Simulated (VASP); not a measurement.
# Na2Nb (Fd-3m) in VASP: notebook

Runs on Na2Nb. Level: PBE. Tasks: single point, relaxation of cell and atoms.

Everything below comes from runs of VASP 6.6.1. Logs are shortened: lines on timing, memory, paths and dates and some standing lists are left out, and cuts for length are marked.

### 1 The cell of the first run

Symmetry: Fd-3m, No. 227, cubic system. Conventional cell: a = 7.732 Å, b = 7.732 Å, c = 7.732 Å, α = 90.00°, β = 90.00°, γ = 90.00°. Na (site symmetry -3m) has 6 Na at 2.73 Å and 6 Nb at 3.21 Å within 3.6 Å. Within 4.2 Å of Nb (site symmetry -43m) lie 12 Na at 3.21 Å and 4 Nb at 3.35 Å.

### 2 Single point, PBE

The input, INCAR:

```
SYSTEM = Na2Nb
PREC = Accurate ; ENCUT = 520
EDIFF = 1E-7 ; ISMEAR = 0
SIGMA = 0.1 ; LREAL = .FALSE.
LASPH = .TRUE. ; NELM = 80
ALGO = Fast ; ISIF = 2
LWAVE = .FALSE. ; LCHARG = .FALSE.
GGA = PE ; NBANDS = 36
```

The input, KPOINTS:

```
Automatic mesh
0
G
  4 4 4
  0 0 0
```

The input, POSCAR:

```
Na2Nb
1.0
    0.0000000000      3.8662135875      3.8662135875
    3.8662135875      0.0000000000      3.8662135875
    3.8662135875      3.8662135875      0.0000000000
Na Nb
4 2
Direct
    0.6250000000      0.6250000000      0.6250000000
    0.1250000000      0.6250000000      0.6250000000
    0.6250000000      0.6250000000      0.1250000000
    0.6250000000      0.1250000000      0.6250000000
    0.0000000000      0.0000000000      0.0000000000
    0.2500000000      0.2500000000      0.2500000000
```

Potentials or basis: VASP PAW PBE potentials, release 64 (Na_pv, Nb_sv).

Started as:

```bash
cat potpaw_PBE.64/Na_pv/POTCAR potpaw_PBE.64/Nb_sv/POTCAR > POTCAR
mpirun -np 1 vasp_std > vasp.out
```

OUTCAR:

```text
SYSTEM = Na2Nb
   PREC = Accurate
   ENCUT = 520
   EDIFF = 1E-7
   ISMEAR = 0
   LREAL = .FALSE.
   LASPH = .TRUE.
   NELM = 80
   ISIF = 2
   GGA = PE

 ion  position               nearest neighbor table
   1  0.625  0.625  0.625-   2 2.73   3 2.73   4 2.73   3 2.73   4 2.73   2 2.73
   2  0.125  0.625  0.625-   1 2.73   3 2.73   4 2.73   1 2.73   3 2.73   4 2.73
   3  0.625  0.625  0.125-   1 2.73   1 2.73   2 2.73   4 2.73   4 2.73   2 2.73
   4  0.625  0.125  0.625-   1 2.73   3 2.73   1 2.73   2 2.73   3 2.73   2 2.73
   5  0.000  0.000  0.000-
   6  0.250  0.250  0.250-

  LATTYP: Found a face centered cubic cell.
 ALAT       =     7.7324271750

  Lattice vectors:

 A1 = (   0.0000000000,   3.8662135875,   3.8662135875)
 A2 = (   3.8662135875,   0.0000000000,   3.8662135875)
 A3 = (   3.8662135875,   3.8662135875,   0.0000000000)

Analysis of symmetry for initial positions (statically):
=====================================================================
 Subroutine PRICEL returns:
 Original cell was already a primitive cell.

 Routine SETGRP: Setting up the symmetry group for a
 face centered cubic supercell.

 Subroutine GETGRP returns: Found 48 space group operations
 (whereof 24 operations were pure point group operations)
 out of a pool of 48 trial point group operations.

The static configuration has the point symmetry T_d .
 The point group associated with its full space group is O_h .

Analysis of symmetry for dynamics (positions and initial velocities):
=====================================================================
 Subroutine PRICEL returns:
 Original cell was already a primitive cell.

 Routine SETGRP: Setting up the symmetry group for a
 face centered cubic supercell.

 Subroutine GETGRP returns: Found 48 space group operations
 (whereof 24 operations were pure point group operations)
 out of a pool of 48 trial point group operations.

The dynamic configuration has the point symmetry T_d .
 The point group associated with its full space group is O_h .

 Subroutine INISYM returns: Found 48 space group operations
 (whereof 24 operations are pure point group operations),
 and found     1 'primitive' translations

----------------------------------------------------------------------------------------

                                     Primitive cell

  volume of cell :     115.5813

  direct lattice vectors                    reciprocal lattice vectors
     0.000000000  3.866213587  3.866213587    -0.129325499  0.129325499  0.129325499
     3.866213587  0.000000000  3.866213587     0.129325499 -0.129325499  0.129325499
     3.866213587  3.866213587  0.000000000     0.129325499  0.129325499 -0.129325499

  length of vectors
     5.467651690  5.467651690  5.467651690     0.223998334  0.223998334  0.223998334

  position of ions in fractional coordinates (direct lattice)
     0.625000000  0.625000000  0.625000000
     0.125000000  0.625000000  0.625000000
     0.625000000  0.625000000  0.125000000
     0.625000000  0.125000000  0.625000000
     0.000000000  0.000000000  0.000000000
     0.250000000  0.250000000  0.250000000

  ion indices of the primitive-cell ions
   primitive index   ion index
                 1           1
                 2           2
                 3           3
                 4           4
                 5           5
                 6           6

----------------------------------------------------------------------------------------

 KPOINTS: Automatic mesh

Automatic generation of k-mesh.
 Grid dimensions read from file:
 generate k-points for:    4    4    4

 Generating k-lattice:

  Cartesian coordinates                     Fractional coordinates (reciprocal lattice)
    -0.032331375  0.032331375  0.032331375     0.250000000  0.000000000  0.000000000
     0.032331375 -0.032331375  0.032331375     0.000000000  0.250000000  0.000000000
     0.032331375  0.032331375 -0.032331375     0.000000000  0.000000000  0.250000000

  Length of vectors
     0.055999584  0.055999584  0.055999584

  Shift w.r.t. Gamma in fractional coordinates (k-lattice)
     0.000000000  0.000000000  0.000000000

 Subroutine IBZKPT returns following result:
 ===========================================

 Found      8 irreducible k-points:

 Following reciprocal coordinates:
            Coordinates               Weight
  0.000000  0.000000  0.000000      1.000000
  0.250000  0.000000  0.000000      8.000000
  0.500000  0.000000  0.000000      4.000000
  0.250000  0.250000  0.000000      6.000000
  0.500000  0.250000  0.000000     24.000000
 -0.250000  0.250000  0.000000     12.000000
  0.500000  0.500000  0.000000      3.000000
 -0.250000  0.500000  0.250000      6.000000
   k-points           NKPTS =      8   k-points in BZ     NKDIM =      8   number of bands    NBANDS=     36
   number of dos      NEDOS =    301   number of ions     NIONS =      6
   total plane-waves  NPLWV =  74088
   dimension x,y,z NGX =    42 NGY =   42 NGZ =   42
   dimension x,y,z NGXF=    84 NGYF=   84 NGZF=   84
   ions per type =               4   2
   NGX,Y,Z   is equivalent  to a cutoff of  12.77, 12.77, 12.77 a.u.
   NGXF,Y,Z  is equivalent  to a cutoff of  25.54, 25.54, 25.54 a.u.
 SYSTEM =  Na2Nb
   PREC   = accura    normal or accurate (medium, high low for compatibility)
   ISTART =      0    job   : 0-new  1-cont  2-samecut
   ICHARG =      2    charge: 1-file 2-atom 10-const
   ISPIN  =      1    spin polarized calculation?
   LNONCOLLINEAR =      F non collinear calculations
   LSORBIT =      F    spin-orbit coupling
   LASPH  =      T    aspherical Exc in radial PAW
   ENCUT  =  520.0 eV  38.22 Ry    6.18 a.u.  10.17 10.17 10.17*2*pi/ulx,y,z
   NELM   =     80;   NELMIN=  2; NELMDL= -5     # of ELM steps
   EDIFF  = 0.1E-06   stopping-criterion for ELM
   LREAL  =      F    real-space projection
   EDIFFG = 0.1E-05   stopping-criterion for IOM
   NSW    =      0    number of steps for IOM
   IBRION =     -1    ionic relax: 0-MD 1-quasi-New 2-CG
   NFREE  =      0    steps in history (QN), initial steepest desc. (CG)
   ISIF   =      2    stress and relaxation
   ISYM   =      2    0-nonsym 1-usesym 2-fastsym
   POTIM  = 0.5000    time-step for ionic-motion
   TEBEG  =    0.0;   TEEND  =   0.0 temperature during run
   PSTRESS=    0.0 pullay stress
   NELECT =      54.0000    total number of electrons
   NUPDOWN=      -1.0000    fix difference up-down
   EMIN   =  10.00;   EMAX   =-10.00  energy-range for DOS
   EFERMI =   0.00;   METHOD = LEGACY
   ISMEAR =     0;   SIGMA  =   0.10  broadening in eV -4-tet -1-fermi 0-gaus
   EFERMI_NEDOS =   21; number of points for ismear=-14 and -15
   IALGO  =     68    algorithm
   IMIX   =      4    mixing-type and parameters
     AMIX     =   0.40;   BMIX     =  1.00
     AMIX_MAG =   1.60;   BMIX_MAG =  1.00
  volume/ion in A,a.u.               =      19.26       130.00
  Fermi-wavevector in a.u.,A,eV,Ry     =   1.270312  2.400541 21.955604  1.613691
  Thomas-Fermi vector in A             =   2.403306
   LORBIT       =      0    0 simple, 1 ext, 2 COOP (PROOUT), +10 PAW based schemes
   GGA     = PE    functional components
   LHFCALC =     F    Hartree Fock is set to
   AEXX    =    0.0000 exact exchange contribution
   IVDW    =     0    specifies the selected vdW correction
   LEPSILON=     F    determine dielectric tensor
   LRPA    =     F    only Hartree local field effects (RPA)
 non-spin polarized calculation
 RMM-DIIS sequential band-by-band and
 Gauss-broadening in eV      SIGMA  =   0.10
  energy-cutoff  :      520.00
  volume of cell :      115.58
 maximum number of plane-waves:      3138
 NGX is ok and might be reduce to    42
   NGX = 21   NGY = 21   NGZ = 21

 number of electron      53.9999991 magnetization

 Free energy of the ion-electron system (eV)
  ---------------------------------------------------
  ext. energy  EPLUGINS =         0.00000000
  ---------------------------------------------------
  free energy    TOTEN  =       -18.31558941 eV

  energy without entropy =      -18.27895488  energy(sigma->0) =      -18.29727215

 E-fermi :   5.0842     XC(G=0):  -9.8420

 val. band max:        5.0648828654   @ k =  -0.2500   0.2500   0.0000
 cond. band min:       5.1110139772   @ k =   0.0000   0.0000   0.0000
 fundamental gap:      0.0461311118
 Fermi energy:         5.0841708389

 k-point     1 :       0.0000    0.0000    0.0000
  band No.  band energies     occupation
      1     -49.6170      2.00000
      2     -49.5875      2.00000
      3     -25.6882      2.00000
      4     -25.6882      2.00000
      5     -25.6882      2.00000
      6     -25.5838      2.00000
[... 28 lines left out ...]
     35       9.5773      0.00000
     36       9.5778      0.00000

 k-point     2 :       0.2500    0.0000    0.0000
  band No.  band energies     occupation
      1     -49.6139      2.00000
      2     -49.5906      2.00000
      3     -25.6944      2.00000
      4     -25.6944      2.00000
      5     -25.6865      2.00000
      6     -25.5855      2.00000
[... 28 lines left out ...]
     35       8.7293      0.00000
     36       9.6399      0.00000

 k-point     3 :       0.5000    0.0000    0.0000
  band No.  band energies     occupation
      1     -49.6096      2.00000
      2     -49.5949      2.00000
      3     -25.6999      2.00000
      4     -25.6999      2.00000
      5     -25.6832      2.00000
      6     -25.5887      2.00000
[... 28 lines left out ...]
     35       8.4808      0.00000
     36      10.2871      0.00000

 k-point     4 :       0.2500    0.2500    0.0000
  band No.  band energies     occupation
      1     -49.6127      2.00000
      2     -49.5919      2.00000
      3     -25.7005      2.00000
      4     -25.7005      2.00000
      5     -25.6739      2.00000
      6     -25.5985      2.00000
[... 28 lines left out ...]
     35       8.1860      0.00000
     36       9.2035      0.00000

 k-point     5 :       0.5000    0.2500    0.0000
  band No.  band energies     occupation
      1     -49.6075      2.00000
      2     -49.5971      2.00000
      3     -25.7085      2.00000
      4     -25.7055      2.00000
      5     -25.6615      2.00000
      6     -25.6114      2.00000
[... 28 lines left out ...]
     35       8.7915      0.00000
     36      10.0528      0.00000

 k-point     6 :      -0.2500    0.2500    0.0000
  band No.  band energies     occupation
      1     -49.6096      2.00000
      2     -49.5949      2.00000
      3     -25.7072      2.00000
      4     -25.6998      2.00000
      5     -25.6713      2.00000
      6     -25.6014      2.00000
[... 28 lines left out ...]
     35       8.7221      0.00000
     36      10.4084      0.00000

 k-point     7 :       0.5000    0.5000    0.0000
  band No.  band energies     occupation
      1     -49.6023      2.00000
      2     -49.6023      2.00000
      3     -25.7106      2.00000
      4     -25.7106      2.00000
      5     -25.6364      2.00000
      6     -25.6364      2.00000
[... 28 lines left out ...]
     35       8.8925      0.00000
     36       8.8981      0.00000

 k-point     8 :      -0.2500    0.5000    0.2500
  band No.  band energies     occupation
      1     -49.6023      2.00000
      2     -49.6023      2.00000
      3     -25.7102      2.00000
      4     -25.7102      2.00000
      5     -25.6366      2.00000
      6     -25.6366      2.00000
[... 28 lines left out ...]
     35       9.7630      0.00000
     36       9.7671      0.00000

------------------------ aborting loop because EDIFF is reached ----------------------------------------

  FORCE on cell =-STRESS in cart. coord.  units (eV):
  Direction    XX          YY          ZZ          XY          YZ          ZX
  --------------------------------------------------------------------------------------
  -------------------------------------------------------------------------------------
  Total        4.5328202      4.5328202      4.5328202      0.0000000     -0.0000000      0.0000000
  in kB       62.8335434     62.8335434     62.8335434      0.0000000     -0.0000000      0.0000000
  external PRESSURE =      62.8335434 kB  Pullay stress =       0.0000000 kB

 VOLUME and BASIS-vectors are now :
 -----------------------------------------------------------------------------
  energy-cutoff  :      520.00
  volume of cell :      115.58
      direct lattice vectors                 reciprocal lattice vectors
     0.000000000  3.866213587  3.866213587    -0.129325499  0.129325499  0.129325499
     3.866213587  0.000000000  3.866213587     0.129325499 -0.129325499  0.129325499
     3.866213587  3.866213587  0.000000000     0.129325499  0.129325499 -0.129325499

 POSITION                                       TOTAL-FORCE (eV/Angst)
 -----------------------------------------------------------------------------------
      4.83277      4.83277      4.83277         0.000000      0.000000     -0.000000
      4.83277      2.89966      2.89966         0.000000      0.000000      0.000000
      2.89966      2.89966      4.83277         0.000000      0.000000     -0.000000
      2.89966      4.83277      2.89966         0.000000      0.000000     -0.000000
      0.00000      0.00000      0.00000        -0.000000     -0.000000     -0.000000
      1.93311      1.93311      1.93311        -0.000000      0.000000      0.000000
 -----------------------------------------------------------------------------------
    total drift:                                0.000000      0.000000      0.000000

  FREE ENERGIE OF THE ION-ELECTRON SYSTEM (eV)
  ---------------------------------------------------
  free  energy   TOTEN  =       -18.3155894140 eV

  energy  without entropy=      -18.2789548831  energy(sigma->0) =      -18.29727215
```

Wall time 63 s (1 thread of Intel Xeon 6975P-C (Granite Rapids), shared host); peak memory 0.26 GiB.

What came out:

- Free energy: -18.3156 eV
- Pressure: 6.3 GPa
- Band gap on the k mesh: zero (bands 27 and 28 overlap by 0.58 eV)

Caveat: the cell stands under pressure.

### 3 Single point, PBE

This run uses another cell than the first one, of 21.76 Å³/atom.

The input, INCAR:

```
SYSTEM = Na2Nb
ALGO = Fast ; EDIFF = 1E-6
ENCUT = 520 ; GGA = PE
ISIF = 2 ; ISMEAR = 0
LASPH = .TRUE. ; LCHARG = .FALSE.
LREAL = .FALSE. ; LWAVE = .FALSE.
NBANDS = 36 ; NELM = 100
PREC = Accurate ; SIGMA = 0.1
```

The input, KPOINTS:

```
k-points
0
G
  4 4 4
  0 0 0
```

POSCAR, as its differences from that of step 2:

```diff
@@ -2,5 +2,5 @@
 1.0
-    0.0000000000      3.8662135875      3.8662135875
-    3.8662135875      0.0000000000      3.8662135875
-    3.8662135875      3.8662135875      0.0000000000
+    0.0000000000      4.0267138283      4.0267138283
+    4.0267138283      0.0000000000      4.0267138283
+    4.0267138283      4.0267138283      0.0000000000
 Na Nb
```

Potentials or basis: VASP PAW PBE potentials, release 64 (Na_pv, Nb_sv).

Started as:

```bash
cat potpaw_PBE.64/Na_pv/POTCAR potpaw_PBE.64/Nb_sv/POTCAR > POTCAR
mpirun -np 1 vasp_std > vasp.out
```

OUTCAR:

```text
SYSTEM = Na2Nb
   EDIFF = 1E-6
   ENCUT = 520
   GGA = PE
   ISIF = 2
   ISMEAR = 0
   LASPH = .TRUE.
   LREAL = .FALSE.
   NELM = 100
   PREC = Accurate

 ion  position               nearest neighbor table
   1  0.625  0.625  0.625-
   2  0.125  0.625  0.625-
   3  0.625  0.625  0.125-
   4  0.625  0.125  0.625-
   5  0.000  0.000  0.000-
   6  0.250  0.250  0.250-

  LATTYP: Found a face centered cubic cell.
 ALAT       =     8.0534276566

  Lattice vectors:

 A1 = (   0.0000000000,   4.0267138283,   4.0267138283)
 A2 = (   4.0267138283,   0.0000000000,   4.0267138283)
 A3 = (   4.0267138283,   4.0267138283,   0.0000000000)

Analysis of symmetry for initial positions (statically):
=====================================================================
 Subroutine PRICEL returns:
 Original cell was already a primitive cell.

 Routine SETGRP: Setting up the symmetry group for a
 face centered cubic supercell.

[... 157 lines left out ...]

  energy without entropy =      -18.54818112  energy(sigma->0) =      -18.56942438

 E-fermi :   4.1448     XC(G=0):  -9.3385

 val. band max:        4.1262086817   @ k =  -0.2500   0.2500   0.0000
 cond. band min:       4.1635016196   @ k =   0.0000   0.0000   0.0000
 fundamental gap:      0.0372929379
 Fermi energy:         4.1448134526

 k-point     1 :       0.0000    0.0000    0.0000
  band No.  band energies     occupation
      1     -50.7936      2.00000
      2     -50.7770      2.00000
      3     -26.8287      2.00000
      4     -26.8287      2.00000
      5     -26.8287      2.00000
      6     -26.7610      2.00000
[... 301 lines left out ...]
     35       8.3128      0.00000
     36       8.3334      0.00000

------------------------ aborting loop because EDIFF is reached ----------------------------------------

  FORCE on cell =-STRESS in cart. coord.  units (eV):
  Direction    XX          YY          ZZ          XY          YZ          ZX
  --------------------------------------------------------------------------------------
  -------------------------------------------------------------------------------------
  Total        0.1012184      0.1012184      0.1012184      0.0000000     -0.0000000     -0.0000000
  in kB        1.2419032      1.2419032      1.2419032      0.0000000     -0.0000000     -0.0000000
  external PRESSURE =       1.2419032 kB  Pullay stress =       0.0000000 kB

 VOLUME and BASIS-vectors are now :
 -----------------------------------------------------------------------------
  energy-cutoff  :      520.00
  volume of cell :      130.58
      direct lattice vectors                 reciprocal lattice vectors
     0.000000000  4.026713828  4.026713828    -0.124170731  0.124170731  0.124170731
     4.026713828  0.000000000  4.026713828     0.124170731 -0.124170731  0.124170731
     4.026713828  4.026713828  0.000000000     0.124170731  0.124170731 -0.124170731

 POSITION                                       TOTAL-FORCE (eV/Angst)
 -----------------------------------------------------------------------------------
      5.03339      5.03339      5.03339         0.000000      0.000000     -0.000000
      5.03339      3.02004      3.02004         0.000000      0.000000     -0.000000
      3.02004      3.02004      5.03339         0.000000      0.000000     -0.000000
      3.02004      5.03339      3.02004         0.000000      0.000000     -0.000000
      0.00000      0.00000      0.00000         0.000000      0.000000      0.000000
      2.01336      2.01336      2.01336        -0.000000     -0.000000     -0.000000
 -----------------------------------------------------------------------------------
    total drift:                                0.000000      0.000000      0.000000

  FREE ENERGIE OF THE ION-ELECTRON SYSTEM (eV)
  ---------------------------------------------------
  free  energy   TOTEN  =       -18.5906676408 eV

  energy  without entropy=      -18.5481811164  energy(sigma->0) =      -18.56942438
```

stdout:

```text
POSCAR found type information on POSCAR NaNb
 POSCAR found :  2 types and       6 ions
 scaLAPACK will be used
 LDA part: xc-table for (Slater+PW92), standard interpolation
 POSCAR, INCAR and KPOINTS ok, starting setup
 FFT: planning ... GRIDC
 FFT: planning ... GRID_SOFT
 FFT: planning ... GRID
 WAVECAR not read
 entering main loop
```

Run time: 50 s. Hardware: 1 thread of Intel Xeon 6975P-C (Granite Rapids), shared host; peak memory 0.26 GiB.

What came out:

```yaml
Free_energy: -18.5907 eV
Pressure: 0.1 GPa
Band_gap_on_the_k_mesh: zero (bands 27 and 28 overlap by 0.46 eV)
```

(Continued in part 2 of 2.)
